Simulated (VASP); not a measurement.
Set up this calculation in VASP 6.6.1, as the native input.

```yaml
Task: single point
Functional: PBEsol
Dispersion: D4
Potentials_or_basis: VASP PAW PBE potentials, release 64 (Pt, Se)
Cutoff: 520 eV
k_mesh: 8 × 8 × 5
Occupations: fermi-dirac, width 0.05 eV
Spin: no spin polarisation
Dipole_correction: no
Further_INCAR_settings: ALGO = Normal; EDIFF = 1e-06; NBANDS = 18
```

The structure of PtSe2 (Sudovikovite) lies in POSCAR:

```
PtSe2
1.0
    3.7730056198      0.0000000000      0.0000000000
   -1.8865028099      3.2675187154      0.0000000000
    0.0000000000      0.0000000000      5.1286129021
Pt Se
1 2
Direct
    0.0000000000      0.0000000000      0.0000000000
    0.6666666667      0.3333333333      0.7500000000
    0.3333333333      0.6666666667      0.2500000000
```

One way to write it, as run:

INCAR

```
PREC = Accurate
ENCUT = 520
EDIFF = 1E-6
ISMEAR = -1
SIGMA = 0.05
LREAL = False
LASPH = True
NELM = 60
ALGO = Normal
ISIF = 2
LWAVE = False
LCHARG = False
GGA = PS
IVDW = 13
NBANDS = 18
```

KPOINTS

```
regular mesh
0
Gamma
  8 8 5
```

Potentials or basis: VASP PAW PBE potentials, release 64 (Pt, Se).

The run is started by

```console
$ cat potpaw_PBE.64/Pt/POTCAR potpaw_PBE.64/Se/POTCAR > POTCAR
$ mpirun -np 1 vasp_std > vasp.out
```

Results of the run:

| Item | Value |
| --- | --- |
| Pressure | -4.7 GPa |
| Largest force | 0.108 eV/Å |
| Band gap on the k mesh | zero (band 11 reaches 6.26 eV, above the bottom of band 12 at 5.94 eV) |
| Dispersion energy per atom | -0.276 eV |

Caveat: the PAW data sets were made with another functional, which shifts forces and pressure a little; spin-orbit coupling is left out, which moves the levels of the heavy elements; pairwise dispersion overbinds metals, which lowers pressure and volume.

Wall time 16 s on 1 thread of Intel(R) Xeon(R) 6975P-C (Granite Rapids), on a shared host, peak memory 0.2 GiB.
